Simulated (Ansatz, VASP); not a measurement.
Given: the input of a run of Ansatz 0.2.0 on SiC.

Contents of input.yaml:

```yaml
crystal:
  lattice:
    - [0.0, 2.179, 2.179]
    - [2.179, 0.0, 2.179]
    - [2.179, 2.179, 0.0]
  atoms:
    - { symbol: Si, position: [0.0, 0.0, 0.0] }
    - { symbol: C, position: [0.75, 0.75, 0.75] }
kpoints:
  mp_grid: { grid: [10, 10, 10] }
scf:
  occupations: { method: fermi_dirac, width: 0.05 }
hamiltonian:
  xc: blyp
  pseudopotentials: { kind: all_electron, lapw: { basis_error: 0.001 } }
output:
  forces: true
  stress: true
relax:
  f_tol: 0.02
  max_steps: 60
  cell: {}
```

Potentials or basis: all-electron LAPW, scalar-relativistic.

Launch:

```console
$ ansatz run input.yaml --threads 1 --pin off --max-ram 3072MiB --backend cpu --events-out ev --progress --plain --runs-dir out
```

Question: Set up the same calculation for VASP 6.6.1. Potentials there: VASP PAW PBE potentials, release 64 (Si, C).

Answer: As run (the cutoff follows the program's own potentials):

Contents of INCAR:

```
SYSTEM = SiC
AGGAC    = 1.0          
AGGAX    = 1.0          
ALDAC    = 0.0          
ALDAX    = 1.0          
ALGO     = Normal         ! electronic algorithm
EDIFF    = 1E-7           ! SCF threshold, eV
EDIFFG   = -0.02          ! ionic threshold
ENCUT    = 600            ! plane-wave cutoff, eV
GGA      = B5             ! functional
GGA_COMPAT= .False.      
IBRION   = 2              ! ionic algorithm
ISIF     = 3              ! what is computed and relaxed
ISMEAR   = -1             ! smearing method
LASPH    = .True.         ! aspherical terms in the spheres
LCHARG   = .False.        ! write CHGCAR
LREAL    = .False.        ! projectors in reciprocal space
LWAVE    = .False.        ! write WAVECAR
NELM     = 120            ! most SCF steps
NELMIN   = 4            
NSW      = 80             ! ionic steps
PREC     = Accurate       ! precision mode
SIGMA    = 0.05           ! smearing width, eV
```

The input KPOINTS:

```
k-points
0
Gamma
  10 10 10
  0 0 0
```

File POSCAR:

```
SiC
1.0
    0.0000000000      2.1790000000      2.1790000000
    2.1790000000      0.0000000000      2.1790000000
    2.1790000000      2.1790000000      0.0000000000
Si C
1 1
Direct
    0.0000000000      0.0000000000      0.0000000000
    0.7500000000      0.7500000000      0.7500000000
```

Potentials or basis: VASP PAW PBE potentials, release 64 (Si, C).

The run is started by

```sh
$ cat potpaw_PBE.64/Si/POTCAR potpaw_PBE.64/C/POTCAR > POTCAR
$ mpirun -np 1 vasp_std > vasp.out
```

Both were run:

|  | VASP | Ansatz | Ansatz less VASP |
| --- | --- | --- | --- |
| relaxed volume (Å³/atom) | 10.76 | 10.74 | -0.024 |
| relaxed cell length with the largest relative difference (Å) | 3.122 | 3.120 | -0.0023 |

VASP's potentials were made for PBE, not for BLYP. Ansatz ran all-electron here, and VASP with PAW potentials.
